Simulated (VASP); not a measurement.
# ZrMo3 (Pm-3m) in VASP: notebook

The runs below take ZrMo3 through single point, with r2SCAN.

All numbers are computed with VASP 6.6.1; they aren't measurements. Logs are shortened: lines on timing, memory, paths and dates and some standing lists are left out, and cuts for length are marked.

### 1 The cell of the first run

Symmetry: Pm-3m, No. 221, cubic system. The conventional cell has a = 4.110 Å, b = 4.110 Å, c = 4.110 Å, α = 90.00°, β = 90.00°, γ = 90.00°. Within 3.8 Å of Zr (site symmetry m-3m) lie 12 Mo at 2.91 Å. Mo (site symmetry 4/mmm) has 4 Zr at 2.91 Å and 8 Mo at 2.91 Å within 3.8 Å.

### 2 Single point, r2SCAN

POSCAR reads:

```
ZrMo3
1.0
    4.1104933159      0.0000000000      0.0000000000
    0.0000000000      4.1104933159      0.0000000000
    0.0000000000      0.0000000000      4.1104933159
Zr Mo
1 3
Direct
    0.0000000000      0.0000000000      0.0000000000
    0.0000000000      0.5000000000      0.5000000000
    0.5000000000      0.0000000000      0.5000000000
    0.5000000000      0.5000000000      0.0000000000
```

INCAR.step1 reads:

```
ALGO     = Normal         # electronic algorithm
EDIFF    = 1E-4           # SCF threshold, eV
ENCUT    = 520            # plane-wave cutoff, eV
GGA      = PE             # functional
ISMEAR   = 0              # smearing method
LASPH    = True           # aspherical terms in the spheres
LCHARG   = False          # write CHGCAR
LREAL    = False          # projectors in reciprocal space
LWAVE    = True           # write WAVECAR
NBANDS   = 35             # bands
NELM     = 60             # most SCF steps
PREC     = Accurate       # precision mode
SIGMA    = 0.1            # smearing width, eV
```

INCAR.step2 reads:

```
ALGO     = Normal         # electronic algorithm
EDIFF    = 1E-6           # SCF threshold, eV
ENCUT    = 520            # plane-wave cutoff, eV
ISIF     = 2              # what is computed and relaxed
ISMEAR   = 0              # smearing method
ISTART   = 1            
LASPH    = True           # aspherical terms in the spheres
LCHARG   = False          # write CHGCAR
LMIXTAU  = True         
LREAL    = False          # projectors in reciprocal space
LWAVE    = False          # write WAVECAR
METAGGA  = R2SCAN         # meta-GGA
NBANDS   = 35             # bands
NELM     = 60             # most SCF steps
PREC     = Accurate       # precision mode
SIGMA    = 0.1            # smearing width, eV
```

KPOINTS reads:

```
k-points
0
Gamma
  4 4 4
```

Potentials or basis: VASP PAW PBE potentials, release 64 (Zr_sv, Mo_sv).

Command:

```console
cat potpaw_PBE.64/Zr_sv/POTCAR potpaw_PBE.64/Mo_sv/POTCAR > POTCAR
cp INCAR.step1 INCAR
mpirun -np 1 vasp_std > vasp.out
cp INCAR.step2 INCAR
mpirun -np 1 vasp_std > vasp.out
```

OUTCAR:

```text
EDIFF = 1E-6
   ENCUT = 520
   ISIF = 2
   ISMEAR = 0
   ISTART = 1
   LASPH = True
   LREAL = False
   METAGGA = R2SCAN
   NELM = 60
   PREC = Accurate

 ion  position               nearest neighbor table
   1  0.000  0.000  0.000-   2 2.91   3 2.91   4 2.91   2 2.91   3 2.91   2 2.91   4 2.91   2 2.91
                             3 2.91   4 2.91   3 2.91   4 2.91
   2  0.000  0.500  0.500-   1 2.91   3 2.91   4 2.91   1 2.91   4 2.91   1 2.91   3 2.91   1 2.91
                             3 2.91   4 2.91   4 2.91   3 2.91
   3  0.500  0.000  0.500-   1 2.91   2 2.91   4 2.91   1 2.91   4 2.91   2 2.91   4 2.91   4 2.91
                             1 2.91   2 2.91   1 2.91   2 2.91
   4  0.500  0.500  0.000-   1 2.91   2 2.91   3 2.91   2 2.91   3 2.91   1 2.91   3 2.91   3 2.91
                             1 2.91   2 2.91   2 2.91   1 2.91

  LATTYP: Found a simple cubic cell.
 ALAT       =     4.1104933159

  Lattice vectors:

 A1 = (   4.1104933159,   0.0000000000,   0.0000000000)
 A2 = (   0.0000000000,   4.1104933159,   0.0000000000)
 A3 = (   0.0000000000,   0.0000000000,   4.1104933159)

Analysis of symmetry for initial positions (statically):
=====================================================================
 Subroutine PRICEL returns:
 Original cell was already a primitive cell.

 Routine SETGRP: Setting up the symmetry group for a
 simple cubic supercell.

 Subroutine GETGRP returns: Found 48 space group operations
 (whereof 48 operations were pure point group operations)
 out of a pool of 48 trial point group operations.

The static configuration has the point symmetry O_h .

Analysis of symmetry for dynamics (positions and initial velocities):
=====================================================================
 Subroutine PRICEL returns:
 Original cell was already a primitive cell.

 Routine SETGRP: Setting up the symmetry group for a
 simple cubic supercell.

 Subroutine GETGRP returns: Found 48 space group operations
 (whereof 48 operations were pure point group operations)
 out of a pool of 48 trial point group operations.

The dynamic configuration has the point symmetry O_h .

 Subroutine INISYM returns: Found 48 space group operations
 (whereof 48 operations are pure point group operations),
 and found     1 'primitive' translations

----------------------------------------------------------------------------------------

                                     Primitive cell

  volume of cell :      69.4515

  direct lattice vectors                    reciprocal lattice vectors
     4.110493316  0.000000000  0.000000000     0.243279802  0.000000000  0.000000000
     0.000000000  4.110493316  0.000000000     0.000000000  0.243279802  0.000000000
     0.000000000  0.000000000  4.110493316     0.000000000  0.000000000  0.243279802

  length of vectors
     4.110493316  4.110493316  4.110493316     0.243279802  0.243279802  0.243279802

  position of ions in fractional coordinates (direct lattice)
     0.000000000  0.000000000  0.000000000
     0.000000000  0.500000000  0.500000000
     0.500000000  0.000000000  0.500000000
     0.500000000  0.500000000  0.000000000

  ion indices of the primitive-cell ions
   primitive index   ion index
                 1           1
                 2           2
                 3           3
                 4           4

----------------------------------------------------------------------------------------

 KPOINTS: k-points

Automatic generation of k-mesh.
 Grid dimensions read from file:
 generate k-points for:    4    4    4

 Generating k-lattice:

  Cartesian coordinates                     Fractional coordinates (reciprocal lattice)
     0.060819950  0.000000000  0.000000000     0.250000000  0.000000000  0.000000000
     0.000000000  0.060819950  0.000000000     0.000000000  0.250000000  0.000000000
     0.000000000  0.000000000  0.060819950     0.000000000  0.000000000  0.250000000

  Length of vectors
     0.060819950  0.060819950  0.060819950

  Shift w.r.t. Gamma in fractional coordinates (k-lattice)
     0.000000000  0.000000000  0.000000000

 Subroutine IBZKPT returns following result:
 ===========================================

 Found     10 irreducible k-points:

 Following reciprocal coordinates:
            Coordinates               Weight
  0.000000  0.000000  0.000000      1.000000
  0.250000  0.000000  0.000000      6.000000
  0.500000  0.000000  0.000000      3.000000
  0.250000  0.250000  0.000000     12.000000
  0.500000  0.250000  0.000000     12.000000
  0.500000  0.500000  0.000000      3.000000
  0.250000  0.250000  0.250000      8.000000
  0.500000  0.250000  0.250000     12.000000
  0.500000  0.500000  0.250000      6.000000
  0.500000  0.500000  0.500000      1.000000
   k-points           NKPTS =     10   k-points in BZ     NKDIM =     10   number of bands    NBANDS=     35
   number of dos      NEDOS =    301   number of ions     NIONS =      4
   total plane-waves  NPLWV =  32768
   dimension x,y,z NGX =    32 NGY =   32 NGZ =   32
   dimension x,y,z NGXF=    64 NGYF=   64 NGZF=   64
   ions per type =               1   3
   NGX,Y,Z   is equivalent  to a cutoff of  12.94, 12.94, 12.94 a.u.
   NGXF,Y,Z  is equivalent  to a cutoff of  25.88, 25.88, 25.88 a.u.
 SYSTEM =  unknown system
   PREC   = accura    normal or accurate (medium, high low for compatibility)
   ISTART =      1    job   : 0-new  1-cont  2-samecut
   ICHARG =      0    charge: 1-file 2-atom 10-const
   ISPIN  =      1    spin polarized calculation?
   LNONCOLLINEAR =      F non collinear calculations
   LSORBIT =      F    spin-orbit coupling
   LASPH  =      T    aspherical Exc in radial PAW
   ENCUT  =  520.0 eV  38.22 Ry    6.18 a.u.   7.64  7.64  7.64*2*pi/ulx,y,z
   NELM   =     60;   NELMIN=  2; NELMDL=  0     # of ELM steps
   EDIFF  = 0.1E-05   stopping-criterion for ELM
   LREAL  =      F    real-space projection
   EDIFFG = 0.1E-04   stopping-criterion for IOM
   NSW    =      0    number of steps for IOM
   IBRION =     -1    ionic relax: 0-MD 1-quasi-New 2-CG
   NFREE  =      0    steps in history (QN), initial steepest desc. (CG)
   ISIF   =      2    stress and relaxation
   ISYM   =      2    0-nonsym 1-usesym 2-fastsym
   POTIM  = 0.5000    time-step for ionic-motion
   TEBEG  =    0.0;   TEEND  =   0.0 temperature during run
   PSTRESS=    0.0 pullay stress
   NELECT =      54.0000    total number of electrons
   NUPDOWN=      -1.0000    fix difference up-down
   EMIN   =  10.00;   EMAX   =-10.00  energy-range for DOS
   EFERMI =   0.00;   METHOD = LEGACY
   ISMEAR =     0;   SIGMA  =   0.10  broadening in eV -4-tet -1-fermi 0-gaus
   EFERMI_NEDOS =   21; number of points for ismear=-14 and -15
   IALGO  =     38    algorithm
   IMIX   =      4    mixing-type and parameters
     AMIX     =   0.40;   BMIX     =  1.00
     AMIX_MAG =   1.60;   BMIX_MAG =  1.00
  volume/ion in A,a.u.               =      17.36       117.17
  Fermi-wavevector in a.u.,A,eV,Ry     =   1.505378  2.844751 30.833005  2.266162
  Thomas-Fermi vector in A             =   2.616234
   LORBIT       =      0    0 simple, 1 ext, 2 COOP (PROOUT), +10 PAW based schemes
   METAGGA = R2SCAN    functional components
   LHFCALC =     F    Hartree Fock is set to
   AEXX    =    0.0000 exact exchange contribution
   IVDW    =     0    specifies the selected vdW correction
   LEPSILON=     F    determine dielectric tensor
   LRPA    =     F    only Hartree local field effects (RPA)
 non-spin polarized calculation
 Gauss-broadening in eV      SIGMA  =   0.10
  energy-cutoff  :      520.00
  volume of cell :       69.45
 maximum number of plane-waves:      1888
 NGX is ok and might be reduce to    32
   NGX = 15   NGY = 15   NGZ = 15

 number of electron      53.9999988 magnetization

 Free energy of the ion-electron system (eV)
  ---------------------------------------------------
  ext. energy  EPLUGINS =         0.00000000
  ---------------------------------------------------
  free energy    TOTEN  =       -98.83196715 eV

  energy without entropy =      -98.80239852  energy(sigma->0) =      -98.81718284

 E-fermi :  11.1529     XC(G=0): -13.8342

 val. band max:       11.0872679710   @ k =   0.5000   0.5000   0.5000
 cond. band min:      11.1828151543   @ k =   0.5000   0.0000   0.0000
 fundamental gap:      0.0955471834
 Fermi energy:        11.1528550645

 k-point     1 :       0.0000    0.0000    0.0000
  band No.  band energies     occupation
      1     -51.4539      2.00000
      2     -51.2709      2.00000
      3     -51.2709      2.00000
      4     -38.6342      2.00000
      5     -25.1202      2.00000
      6     -25.1202      2.00000
[... 27 lines left out ...]
     34      15.3866      0.00000
     35      15.3866      0.00000

 k-point     2 :       0.2500    0.0000    0.0000
  band No.  band energies     occupation
      1     -51.4304      2.00000
      2     -51.2942      2.00000
      3     -51.2706      2.00000
      4     -38.6357      2.00000
      5     -25.0573      2.00000
      6     -25.0573      2.00000
[... 27 lines left out ...]
     34      15.1352      0.00000
     35      15.5032      0.00000

 k-point     3 :       0.5000    0.0000    0.0000
  band No.  band energies     occupation
      1     -51.3925      2.00000
      2     -51.3320      2.00000
      3     -51.2704      2.00000
      4     -38.6371      2.00000
      5     -24.9674      2.00000
      6     -24.9674      2.00000
[... 27 lines left out ...]
     34      13.8925      0.00000
     35      14.2021      0.00000

 k-point     4 :       0.2500    0.2500    0.0000
  band No.  band energies     occupation
      1     -51.4097      2.00000
      2     -51.3011      2.00000
      3     -51.2839      2.00000
      4     -38.6362      2.00000
      5     -25.0776      2.00000
      6     -24.9925      2.00000
[... 27 lines left out ...]
     34      14.8580      0.00000
     35      15.2199      0.00000

 k-point     5 :       0.5000    0.2500    0.0000
  band No.  band energies     occupation
      1     -51.3744      2.00000
      2     -51.3316      2.00000
      3     -51.2881      2.00000
      4     -38.6367      2.00000
      5     -24.9947      2.00000
      6     -24.9692      2.00000
[... 27 lines left out ...]
     34      14.4498      0.00000
     35      14.7109      0.00000

 k-point     6 :       0.5000    0.5000    0.0000
  band No.  band energies     occupation
      1     -51.3311      2.00000
      2     -51.3311      2.00000
      3     -51.3311      2.00000
      4     -38.6364      2.00000
      5     -25.0579      2.00000
      6     -25.0157      2.00000
[... 27 lines left out ...]
     34      14.0708      0.00000
     35      14.2951      0.00000

 k-point     7 :       0.2500    0.2500    0.2500
  band No.  band energies     occupation
      1     -51.3923      2.00000
      2     -51.3008      2.00000
      3     -51.3008      2.00000
      4     -38.6358      2.00000
      5     -25.1503      2.00000
      6     -24.9384      2.00000
[... 27 lines left out ...]
     34      14.3694      0.00000
     35      15.0232      0.00000

 k-point     8 :       0.5000    0.2500    0.2500
  band No.  band energies     occupation
      1     -51.3615      2.00000
      2     -51.3311      2.00000
      3     -51.3005      2.00000
      4     -38.6354      2.00000
      5     -25.1429      2.00000
      6     -24.9861      2.00000
[... 27 lines left out ...]
     34      14.8583      0.00000
     35      15.1729      0.00000

 k-point     9 :       0.5000    0.5000    0.2500
  band No.  band energies     occupation
      1     -51.3307      2.00000
      2     -51.3307      2.00000
      3     -51.3307      2.00000
      4     -38.6340      2.00000
      5     -25.2045      2.00000
      6     -25.0769      2.00000
[... 27 lines left out ...]
     34      15.2191      0.00000
     35      15.2191      0.00000

 k-point    10 :       0.5000    0.5000    0.5000
  band No.  band energies     occupation
      1     -51.3303      2.00000
      2     -51.3303      2.00000
      3     -51.3303      2.00000
      4     -38.6316      2.00000
      5     -25.3216      2.00000
      6     -25.0957      2.00000
[... 27 lines left out ...]
     34      14.8712      0.00000
     35      14.8712      0.00000

------------------------ aborting loop because EDIFF is reached ----------------------------------------

  FORCE on cell =-STRESS in cart. coord.  units (eV):
  Direction    XX          YY          ZZ          XY          YZ          ZX
  --------------------------------------------------------------------------------------
  -------------------------------------------------------------------------------------
  Total        0.3836132      0.3836132      0.3836132      0.0000000     -0.0000000      0.0000000
  in kB        8.8495720      8.8495720      8.8495720      0.0000000     -0.0000000      0.0000000
  external PRESSURE =       8.8495720 kB  Pullay stress =       0.0000000 kB

 VOLUME and BASIS-vectors are now :
 -----------------------------------------------------------------------------
  energy-cutoff  :      520.00
  volume of cell :       69.45
      direct lattice vectors                 reciprocal lattice vectors
     4.110493316  0.000000000  0.000000000     0.243279802  0.000000000  0.000000000
     0.000000000  4.110493316  0.000000000     0.000000000  0.243279802  0.000000000
     0.000000000  0.000000000  4.110493316     0.000000000  0.000000000  0.243279802

 POSITION                                       TOTAL-FORCE (eV/Angst)
 -----------------------------------------------------------------------------------
      0.00000      0.00000      0.00000         0.000000      0.000000      0.000000
      0.00000      2.05525      2.05525         0.000000      0.000000      0.000000
      2.05525      0.00000      2.05525         0.000000      0.000000      0.000000
      2.05525      2.05525      0.00000         0.000000      0.000000      0.000000
 -----------------------------------------------------------------------------------
    total drift:                                0.000000     -0.000000     -0.000000

  FREE ENERGIE OF THE ION-ELECTRON SYSTEM (eV)
  ---------------------------------------------------
  free  energy   TOTEN  =       -98.8319671534 eV

  energy  without entropy=      -98.8023985183  energy(sigma->0) =      -98.81718284
```

Run time: 38 s. Hardware: 1 thread of Intel Xeon 6975P-C (Granite Rapids), shared host; peak memory 0.18 GiB.

Results:

```yaml
Free_energy: -98.8320 eV
Pressure: 0.9 GPa
Band_gap_on_the_k_mesh: zero (band 27 reaches 13.42 eV, above the bottom of band 28 at 10.28 eV)
```

Caveat: the k points lie up to 0.38 Å⁻¹ apart; the PAW data sets were made with another functional, which shifts forces and pressure a little.

### 3 Single point, r2SCAN

This run uses another cell than the first one, of 14.93 Å³/atom, 0.860 times its volume.

POSCAR reads:

```
ZrMo3
1.0
    3.9088326262      0.0000000000      0.0000000000
    0.0000000000      3.9088326262      0.0000000000
    0.0000000000      0.0000000000      3.9088326262
Zr Mo
1 3
Direct
    0.0000000000      0.0000000000      0.0000000000
    0.0000000000      0.5000000000      0.5000000000
    0.5000000000      0.0000000000      0.5000000000
    0.5000000000      0.5000000000      0.0000000000
```

INCAR.step1 reads:

```
SYSTEM = ZrMo3
ALGO     = Normal         ! electronic algorithm
EDIFF    = 1E-4           ! SCF threshold, eV
ENCUT    = 520            ! plane-wave cutoff, eV
GGA      = PE             ! functional
ISMEAR   = 0              ! smearing method
LASPH    = .TRUE.         ! aspherical terms in the spheres
LCHARG   = .FALSE.        ! write CHGCAR
LREAL    = .FALSE.        ! projectors in reciprocal space
LWAVE    = .TRUE.         ! write WAVECAR
NBANDS   = 35             ! bands
NELM     = 100            ! most SCF steps
PREC     = Accurate       ! precision mode
SIGMA    = 0.1            ! smearing width, eV
```

INCAR.step2 reads:

```
SYSTEM = ZrMo3
ALGO     = Normal         ! electronic algorithm
EDIFF    = 1E-6           ! SCF threshold, eV
ENCUT    = 520            ! plane-wave cutoff, eV
ISIF     = 2              ! what is computed and relaxed
ISMEAR   = 0              ! smearing method
ISTART   = 1            
LASPH    = .TRUE.         ! aspherical terms in the spheres
LCHARG   = .FALSE.        ! write CHGCAR
LMIXTAU  = .TRUE.       
LREAL    = .FALSE.        ! projectors in reciprocal space
LWAVE    = .FALSE.        ! write WAVECAR
METAGGA  = R2SCAN         ! meta-GGA
NBANDS   = 35             ! bands
NELM     = 100            ! most SCF steps
PREC     = Accurate       ! precision mode
SIGMA    = 0.1            ! smearing width, eV
```

KPOINTS reads:

```
k-points
0
G
  6 6 6
  0 0 0
```

Potentials or basis: VASP PAW PBE potentials, release 64 (Zr_sv, Mo_sv).

Command:

```console
cat potpaw_PBE.64/Zr_sv/POTCAR potpaw_PBE.64/Mo_sv/POTCAR > POTCAR
cp INCAR.step1 INCAR
mpirun -np 1 vasp_std > vasp.out
cp INCAR.step2 INCAR
mpirun -np 1 vasp_std > vasp.out
```

It took 69 s on 1 thread of Intel Xeon 6975P-C (Granite Rapids), shared host; peak memory 0.18 GiB.

It converged, with:

```yaml
Free_energy: -97.7265 eV
Pressure: 40.0 GPa
Band_gap_on_the_k_mesh: zero (band 27 reaches 16.13 eV, above the bottom of band 28 at 12.35 eV)
```

Levels at points of the mesh, in eV from the Fermi level:
| k point | band 24 | band 25 | band 26 | band 27 | band 28 | band 29 | band 30 | band 31 |
| --- | --- | --- | --- | --- | --- | --- | --- | --- |
| (0.00, 0.00, 0.00) | -0.51 | -0.51 | -0.51 | 2.74 | 2.74 | 4.60 | 5.16 | 5.16 |
| (0.50, 0.00, 0.00) | -1.92 | -1.69 | -1.69 | 0.24 | 0.60 | 1.30 | 1.32 | 1.32 |
| (0.50, 0.50, 0.00) | -1.80 | -1.79 | -1.79 | -1.77 | -1.01 | 0.52 | 0.65 | 0.65 |
| (0.50, 0.50, 0.50) | -0.61 | -0.61 | -0.61 | -0.15 | -0.15 | 1.66 | 2.51 | 2.51 |

Caveat: the PAW data sets were made with another functional, which shifts forces and pressure a little.
